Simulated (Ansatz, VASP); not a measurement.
# One calculation of TiC, two programs

INCAR

```
SYSTEM = TiC
PREC = Accurate
ENCUT = 520
EDIFF = 1E-6
ISMEAR = 0
SIGMA = 0.15
LREAL = .FALSE.
LASPH = .TRUE.
NELM = 100
ALGO = Normal
ISIF = 2
LWAVE = .FALSE.
LCHARG = .TRUE.
GGA = PE
LELF = .TRUE.
LVHAR = .TRUE.
NBANDS = 15
```

KPOINTS

```
regular mesh
0
G
  18 18 18
  0 0 0
```

The input POSCAR:

```
TiC
1.0
    0.0000000000      2.2289200000      2.1315400000
    2.2289200000      0.0000000000      2.1315400000
    2.2289200000      2.2289200000      0.0000000000
Ti C
1 1
Direct
    0.0000000000      0.0000000000      0.0000000000
    0.5000000000      0.5000000000      0.5000000000
```

Input for Ansatz:

```yaml
crystal:
  lattice:
    - [0.0, 2.22892, 2.13154]
    - [2.22892, 0.0, 2.13154]
    - [2.22892, 2.22892, 0.0]
  atoms:
    - { symbol: Ti, position: [0.0, 0.0, 0.0] }
    - { symbol: C, position: [0.5, 0.5, 0.5] }
basis:
  ecutwfc: 420
kpoints:
  mp_grid: { grid: [18, 18, 18] }
hamiltonian:
  xc: pbe
scf:
  occupations: { method: gaussian, width: 0.15 }
output:
  forces: true
  stress: true
  eigenvalues: true
  write_density: true
  write_potential: true
  elf: true
  volumetric_format: npy
```

Change from the starting cell: strain +0.030 along x and y, -0.015 along z, atoms carried along.

Alike in both runs: task single point; functional PBE; k mesh 18 × 18 × 18; occupations gaussian, width 0.15 eV; no spin polarisation.

|  | VASP | Ansatz |
| --- | --- | --- |
| version | VASP 6.6.1 | Ansatz 0.2.0 |
| potentials or method | VASP PAW PBE potentials, release 64 (Ti_sv, C), cutoff 520 eV | scalar-relativistic, plane waves, PAW |
| valence electrons in the cell | 16 | 16 |

VASP gave:

- gap on the k mesh at the Fermi level (eV): none
- pressure (GPa): -8.3
- traceless stress, the component that is largest in VASP (GPa): 10.48

Task: Estimate Ansatz's values.

Result: gap on the k mesh at the Fermi level (eV): none; pressure (GPa): -8.5; traceless stress, the component that is largest in VASP (GPa): 10.38.

A gap of «none» marks a metal or a gap that the smearing closes. With one functional, cell and mesh, what is left measures potentials, basis and numerics.
